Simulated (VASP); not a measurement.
TiSi: single point with PBEsol

The system is TiSi.

```
Ti Si
1.0
     3.60936    0.00000    0.00000
     0.00000    7.57001    0.00000
     0.00000    0.00000    4.14612
Ti Si
4 4
Direct
  0.00000 0.50000 0.05075
  0.50000 0.50000 0.55075
  0.50000 0.00000 0.55075
  0.00000 0.00000 0.05075
  0.00000 0.75000 0.55075
  0.00000 0.25000 0.55075
  0.50000 0.25000 0.05075
  0.50000 0.75000 0.05075
```

| Item | Value |
| --- | --- |
| Program | VASP 6.6.1 |
| Task | single point |
| Functional | PBEsol |
| Potentials or basis | VASP PAW PBE potentials, release 64 (Ti_sv, Si) |
| Cutoff | 520 eV |
| k mesh | 10 × 6 × 10 |
| Occupations | fermi-dirac, width 0.15 eV |
| Spin | no spin polarisation |

```json
{
  "Pressure": "0.0 GPa",
  "Band gap on the k mesh": "zero (bands 32 and 33 overlap by 1.07 eV)"
}
```

Stress tensor (GPa, compression positive):
```
 0.05  0.00  0.00
 0.00  0.10  0.00
 0.00  0.00 -0.05
```

Levels at points of the mesh, in eV from the Fermi level:
```tsv
k point	band 30	band 31	band 32	band 33	band 34	band 35
(0.00, 0.00, 0.00)	-1.23	-0.95	-0.92	-0.41	0.51	0.73
(0.50, 0.00, 0.00)	-2.21	-0.28	-0.28	0.05	0.05	0.59
(0.00, 0.50, 0.00)	-1.08	-0.20	-0.20	0.49	0.49	0.56
(0.50, 0.50, 0.00)	-1.58	-1.58	-1.58	0.23	0.23	0.23
(0.00, 0.00, 0.50)	-0.84	0.58	0.58	0.67	0.67	0.80
(0.50, 0.00, 0.50)	-1.77	-0.85	-0.85	1.39	1.39	1.67
(0.00, 0.50, 0.50)	-0.65	-0.65	-0.65	0.73	0.73	0.73
(0.50, 0.50, 0.50)	-1.05	-1.05	-1.05	1.73	1.73	1.73
```

It took 34 min on 1 thread of Oxide Virtual Turin-like Processor, on a shared host, peak memory 0.56 GiB.

Caveat: the PAW data sets were made with another functional, which shifts forces and pressure a little.
